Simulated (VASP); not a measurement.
Crystal: BN.

```
CELL_PARAMETERS angstrom
0.00000 1.80750 1.80750
1.80750 0.00000 1.80750
1.80750 1.80750 0.00000
ATOMIC_POSITIONS crystal
B 0.00000 0.00000 0.00000
N 0.25000 0.25000 0.25000
```

```yaml
Program: VASP 6.6.1
Task: relaxation of cell and atoms
Functional: LDA
Potentials_or_basis: VASP PAW LDA potentials, release 64 (B, N)
Cutoff: 600 eV
k_mesh: 10 × 10 × 10
Occupations: gaussian, width 0.1 eV
Spin: no spin polarisation
```

At the start: pressure -10.3 GPa; volume 5.91 Å³/atom.

Task: How do energy, volume and symmetry change on relaxing?

Result: Over 3 steps the energy falls by 5.2 meV/atom and the volume is 5.75 Å³/atom (-2.7 %); space group F-43m (No. 216, to 0.1 Å) before and after.

The path:
```tsv
step	energy change (eV)	largest force (eV/Å)	pressure (GPa)	volume (Å³)
1	0.0000	0.0000	-10.33	11.81
2	0.0016	0.0000	12.10	11.17
3	-0.0104	0.0000	-0.06	11.50
```

Final structure:
```xyz
2
Lattice="0.0000 1.7914 1.7914 1.7914 0.0000 1.7914 1.7914 1.7914 0.0000" Properties=species:S:1:pos:R:3 pbc="T T T"
B     0.0000    0.0000    0.0000
N     0.8957    0.8957    0.8957
```
